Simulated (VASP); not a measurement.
# ZnS (F-43m) in VASP: single point with PBE

Aim: the single point of ZnS with PBE.

Everything below comes from runs of VASP 6.6.1. Logs are shortened: lines on timing, memory, paths and dates and some standing lists are left out, and cuts for length are marked.

## Step 1: The cell of the first run

The structure is cubic, space group F-43m (No. 216). The conventional cell has a = 5.370 Å, b = 5.370 Å, c = 5.370 Å, α = 90.00°, β = 90.00°, γ = 90.00°. Zn (site symmetry -43m) has 4 S at 2.33 Å within 3.1 Å. Within 3.1 Å of S (site symmetry -43m) lie 4 Zn at 2.33 Å.

## Step 2: Single point, PBE

File INCAR:

```
SYSTEM = ZnS
PREC = Accurate ; ENCUT = 500
EDIFF = 1E-6 ; ISMEAR = 0
SIGMA = 0.02 ; LREAL = .FALSE.
LASPH = .TRUE. ; NELM = 120
ALGO = Normal ; ISIF = 2
LWAVE = .FALSE. ; LCHARG = .FALSE.
GGA = PE ; NBANDS = 16
GGA_COMPAT = .FALSE.
```

File KPOINTS:

```
regular mesh
0
G
  8 8 8
  0 0 0
```

File POSCAR:

```
ZnS
1.0
    0.0000000000      2.6850000000      2.6850000000
    2.6850000000      0.0000000000      2.6850000000
    2.6850000000      2.6850000000      0.0000000000
Zn S
1 1
Direct
    0.0000000000      0.0000000000      0.0000000000
    0.2500000000      0.2500000000      0.2500000000
```

Potentials or basis: VASP PAW PBE potentials, release 64 (Zn, S).

Run with:

```console
$ cat potpaw_PBE.64/Zn/POTCAR potpaw_PBE.64/S/POTCAR > POTCAR
$ mpirun -np 1 vasp_std > vasp.out
```

OUTCAR:

```text
SYSTEM = ZnS
   PREC = Accurate
   ENCUT = 500
   EDIFF = 1E-6
   ISMEAR = 0
   LREAL = .FALSE.
   LASPH = .TRUE.
   NELM = 120
   ISIF = 2
   GGA = PE

 ion  position               nearest neighbor table
   1  0.000  0.000  0.000-   2 2.33   2 2.33   2 2.33   2 2.33
   2  0.250  0.250  0.250-   1 2.33   1 2.33   1 2.33   1 2.33

  LATTYP: Found a face centered cubic cell.
 ALAT       =     5.3700000000

  Lattice vectors:

 A1 = (   0.0000000000,   2.6850000000,   2.6850000000)
 A2 = (   2.6850000000,   0.0000000000,   2.6850000000)
 A3 = (   2.6850000000,   2.6850000000,   0.0000000000)

Analysis of symmetry for initial positions (statically):
=====================================================================
 Subroutine PRICEL returns:
 Original cell was already a primitive cell.

 Routine SETGRP: Setting up the symmetry group for a
 face centered cubic supercell.

 Subroutine GETGRP returns: Found 24 space group operations
 (whereof 24 operations were pure point group operations)
 out of a pool of 48 trial point group operations.

The static configuration has the point symmetry T_d .

Analysis of symmetry for dynamics (positions and initial velocities):
=====================================================================
 Subroutine PRICEL returns:
 Original cell was already a primitive cell.

 Routine SETGRP: Setting up the symmetry group for a
 face centered cubic supercell.

 Subroutine GETGRP returns: Found 24 space group operations
 (whereof 24 operations were pure point group operations)
 out of a pool of 48 trial point group operations.

The dynamic configuration has the point symmetry T_d .

 Subroutine INISYM returns: Found 24 space group operations
 (whereof 24 operations are pure point group operations),
 and found     1 'primitive' translations

----------------------------------------------------------------------------------------

                                     Primitive cell

  volume of cell :      38.7135

  direct lattice vectors                    reciprocal lattice vectors
     0.000000000  2.685000000  2.685000000    -0.186219739  0.186219739  0.186219739
     2.685000000  0.000000000  2.685000000     0.186219739 -0.186219739  0.186219739
     2.685000000  2.685000000  0.000000000     0.186219739  0.186219739 -0.186219739

  length of vectors
     3.797163415  3.797163415  3.797163415     0.322542050  0.322542050  0.322542050

  position of ions in fractional coordinates (direct lattice)
     0.000000000  0.000000000  0.000000000
     0.250000000  0.250000000  0.250000000

  ion indices of the primitive-cell ions
   primitive index   ion index
                 1           1
                 2           2

----------------------------------------------------------------------------------------

 KPOINTS: regular mesh

Automatic generation of k-mesh.
 Grid dimensions read from file:
 generate k-points for:    8    8    8

 Generating k-lattice:

  Cartesian coordinates                     Fractional coordinates (reciprocal lattice)
    -0.023277467  0.023277467  0.023277467     0.125000000  0.000000000  0.000000000
     0.023277467 -0.023277467  0.023277467     0.000000000  0.125000000  0.000000000
     0.023277467  0.023277467 -0.023277467     0.000000000  0.000000000  0.125000000

  Length of vectors
     0.040317756  0.040317756  0.040317756

  Shift w.r.t. Gamma in fractional coordinates (k-lattice)
     0.000000000  0.000000000  0.000000000

 Subroutine IBZKPT returns following result:
 ===========================================

 Found     29 irreducible k-points:

 Following reciprocal coordinates:
            Coordinates               Weight
  0.000000  0.000000  0.000000      1.000000
  0.125000  0.000000  0.000000      8.000000
  0.250000  0.000000  0.000000      8.000000
  0.375000  0.000000  0.000000      8.000000
  0.500000  0.000000  0.000000      4.000000
  0.125000  0.125000  0.000000      6.000000
[... 16 lines left out ...]
  0.500000  0.250000  0.125000     48.000000
 -0.375000  0.250000  0.125000     24.000000
 [... further k-points ...]
   k-points           NKPTS =     29   k-points in BZ     NKDIM =     29   number of bands    NBANDS=     16
   number of dos      NEDOS =    301   number of ions     NIONS =      2
   total plane-waves  NPLWV =  21952
   dimension x,y,z NGX =    28 NGY =   28 NGZ =   28
   dimension x,y,z NGXF=    56 NGYF=   56 NGZF=   56
   ions per type =               1   1
   NGX,Y,Z   is equivalent  to a cutoff of  12.26, 12.26, 12.26 a.u.
   NGXF,Y,Z  is equivalent  to a cutoff of  24.52, 24.52, 24.52 a.u.
 SYSTEM =  ZnS
   PREC   = accura    normal or accurate (medium, high low for compatibility)
   ISTART =      0    job   : 0-new  1-cont  2-samecut
   ICHARG =      2    charge: 1-file 2-atom 10-const
   ISPIN  =      1    spin polarized calculation?
   LNONCOLLINEAR =      F non collinear calculations
   LSORBIT =      F    spin-orbit coupling
   LASPH  =      T    aspherical Exc in radial PAW
   ENCUT  =  500.0 eV  36.75 Ry    6.06 a.u.   6.92  6.92  6.92*2*pi/ulx,y,z
   NELM   =    120;   NELMIN=  2; NELMDL= -5     # of ELM steps
   EDIFF  = 0.1E-05   stopping-criterion for ELM
   LREAL  =      F    real-space projection
   EDIFFG = 0.1E-04   stopping-criterion for IOM
   NSW    =      0    number of steps for IOM
   IBRION =     -1    ionic relax: 0-MD 1-quasi-New 2-CG
   NFREE  =      0    steps in history (QN), initial steepest desc. (CG)
   ISIF   =      2    stress and relaxation
   ISYM   =      2    0-nonsym 1-usesym 2-fastsym
   POTIM  = 0.5000    time-step for ionic-motion
   TEBEG  =    0.0;   TEEND  =   0.0 temperature during run
   PSTRESS=    0.0 pullay stress
   NELECT =      18.0000    total number of electrons
   NUPDOWN=      -1.0000    fix difference up-down
   EMIN   =  10.00;   EMAX   =-10.00  energy-range for DOS
   EFERMI =   0.00;   METHOD = LEGACY
   ISMEAR =     0;   SIGMA  =   0.02  broadening in eV -4-tet -1-fermi 0-gaus
   EFERMI_NEDOS =   21; number of points for ismear=-14 and -15
   IALGO  =     38    algorithm
   IMIX   =      4    mixing-type and parameters
     AMIX     =   0.40;   BMIX     =  1.00
     AMIX_MAG =   1.60;   BMIX_MAG =  1.00
  volume/ion in A,a.u.               =      19.36       130.63
  Fermi-wavevector in a.u.,A,eV,Ry     =   1.268269  2.396681 21.885056  1.608506
  Thomas-Fermi vector in A             =   2.401373
   LORBIT       =      0    0 simple, 1 ext, 2 COOP (PROOUT), +10 PAW based schemes
   GGA     = PE    functional components
   LHFCALC =     F    Hartree Fock is set to
   AEXX    =    0.0000 exact exchange contribution
   IVDW    =     0    specifies the selected vdW correction
   LEPSILON=     F    determine dielectric tensor
   LRPA    =     F    only Hartree local field effects (RPA)
 non-spin polarized calculation
 Gauss-broadening in eV      SIGMA  =   0.02
  energy-cutoff  :      500.00
  volume of cell :       38.71
 maximum number of plane-waves:       995
   NGX = 13   NGY = 13   NGZ = 13

 number of electron      18.0000012 magnetization

 Free energy of the ion-electron system (eV)
  ---------------------------------------------------
  ext. energy  EPLUGINS =         0.00000000
  ---------------------------------------------------
  free energy    TOTEN  =        -6.83514359 eV

  energy without entropy =       -6.83514359  energy(sigma->0) =       -6.83514359

 E-fermi :   2.3785     XC(G=0):  -9.7197

 val. band max:        2.2855710153   @ k =   0.0000   0.0000   0.0000
 cond. band min:       4.4832027620   @ k =   0.0000   0.0000   0.0000
 fundamental gap:      2.1976317467
 Fermi energy:         2.3785496727

 k-point     1 :       0.0000    0.0000    0.0000
  band No.  band energies     occupation
      1     -10.9888      2.00000
      2      -4.1310      2.00000
      3      -4.1310      2.00000
      4      -4.1310      2.00000
      5      -3.6100      2.00000
      6      -3.6100      2.00000
[... 8 lines left out ...]
     15      14.0701      0.00000
     16      14.2627      0.00000

 k-point     2 :       0.1250    0.0000    0.0000
  band No.  band energies     occupation
      1     -10.8681      2.00000
      2      -4.1314      2.00000
      3      -4.1091      2.00000
      4      -4.1091      2.00000
      5      -3.6118      2.00000
      6      -3.6118      2.00000
[... 8 lines left out ...]
     15      13.4701      0.00000
     16      15.0457      0.00000

 k-point     3 :       0.2500    0.0000    0.0000
  band No.  band energies     occupation
      1     -10.5524      2.00000
      2      -4.0878      2.00000
      3      -4.0612      2.00000
      4      -4.0612      2.00000
      5      -3.6084      2.00000
      6      -3.6084      2.00000
[... 8 lines left out ...]
     15      13.2719      0.00000
     16      14.5493      0.00000

 k-point     4 :       0.3750    0.0000    0.0000
  band No.  band energies     occupation
      1     -10.1924      2.00000
      2      -4.0233      2.00000
      3      -4.0233      2.00000
      4      -3.8709      2.00000
      5      -3.5907      2.00000
      6      -3.5907      2.00000
[... 8 lines left out ...]
     15      14.4012      0.00000
     16      14.4012      0.00000
[... 324 lines left out ...]
 k-point    22 :       0.3750    0.2500    0.1250
  band No.  band energies     occupation
      1     -10.3044      2.00000
      2      -4.1147      2.00000
      3      -3.9940      2.00000
      4      -3.9668      2.00000
      5      -3.6341      2.00000
      6      -3.5700      2.00000
[... 8 lines left out ...]
     15      15.1209      0.00000
     16      17.5014      0.00000

 k-point    23 :       0.5000    0.2500    0.1250
  band No.  band energies     occupation
      1     -10.0032      2.00000
      2      -4.0197      2.00000
      3      -3.9625      2.00000
      4      -3.8206      2.00000
      5      -3.5922      2.00000
      6      -3.5363      2.00000
[... 8 lines left out ...]
     15      16.1495      0.00000
     16      16.6825      0.00000

 k-point    24 :      -0.3750    0.2500    0.1250
  band No.  band energies     occupation
      1      -9.8679      2.00000
      2      -4.0010      2.00000
      3      -3.9396      2.00000
      4      -3.6703      2.00000
      5      -3.5974      2.00000
      6      -3.3309      2.00000
[... 8 lines left out ...]
     15      15.8211      0.00000
     16      16.6349      0.00000

 [... further k-points ...]

------------------------ aborting loop because EDIFF is reached ----------------------------------------

  FORCE on cell =-STRESS in cart. coord.  units (eV):
  Direction    XX          YY          ZZ          XY          YZ          ZX
  --------------------------------------------------------------------------------------
  -------------------------------------------------------------------------------------
  Total        0.7926264      0.7926264      0.7926264     -0.0000000      0.0000000      0.0000000
  in kB       32.8032046     32.8032046     32.8032046     -0.0000000      0.0000000      0.0000000
  external PRESSURE =      32.8032046 kB  Pullay stress =       0.0000000 kB

 VOLUME and BASIS-vectors are now :
 -----------------------------------------------------------------------------
  energy-cutoff  :      500.00
  volume of cell :       38.71
      direct lattice vectors                 reciprocal lattice vectors
     0.000000000  2.685000000  2.685000000    -0.186219739  0.186219739  0.186219739
     2.685000000  0.000000000  2.685000000     0.186219739 -0.186219739  0.186219739
     2.685000000  2.685000000  0.000000000     0.186219739  0.186219739 -0.186219739

 POSITION                                       TOTAL-FORCE (eV/Angst)
 -----------------------------------------------------------------------------------
      0.00000      0.00000      0.00000        -0.000000     -0.000000     -0.000000
      1.34250      1.34250      1.34250         0.000000      0.000000      0.000000
 -----------------------------------------------------------------------------------
    total drift:                                0.000001      0.000001      0.000001

  FREE ENERGIE OF THE ION-ELECTRON SYSTEM (eV)
  ---------------------------------------------------
  free  energy   TOTEN  =        -6.8351435922 eV

  energy  without entropy=       -6.8351435922  energy(sigma->0) =       -6.83514359
```

Run time: 9.4 s. Hardware: 1 thread of AMD EPYC 9R45 (Zen 5), shared host; peak memory 0.13 GiB.

What came out:

```yaml
Free_energy: -6.8351 eV
Pressure: 3.3 GPa
Band_gap_on_the_k_mesh: 2.20 eV
```

Levels at points of the mesh, in eV from the valence-band top:
| k point | band 5 | band 6 | band 7 | band 8 | band 9 | band 10 | band 11 | band 12 | band 13 | band 14 |
| --- | --- | --- | --- | --- | --- | --- | --- | --- | --- | --- |
| (0.00, 0.00, 0.00) | -5.90 | -5.90 | 0.00 | 0.00 | 0.00 | 2.20 | 6.38 | 6.38 | 6.38 | 11.78 |
| (0.50, 0.00, 0.00) | -5.86 | -5.69 | -5.42 | -0.89 | -0.89 | 3.35 | 6.92 | 6.92 | 8.95 | 12.26 |
| (0.50, 0.50, 0.00) | -5.82 | -5.67 | -4.63 | -2.29 | -2.29 | 3.36 | 4.07 | 11.11 | 12.10 | 12.10 |

Caveat: the cell stands under pressure.
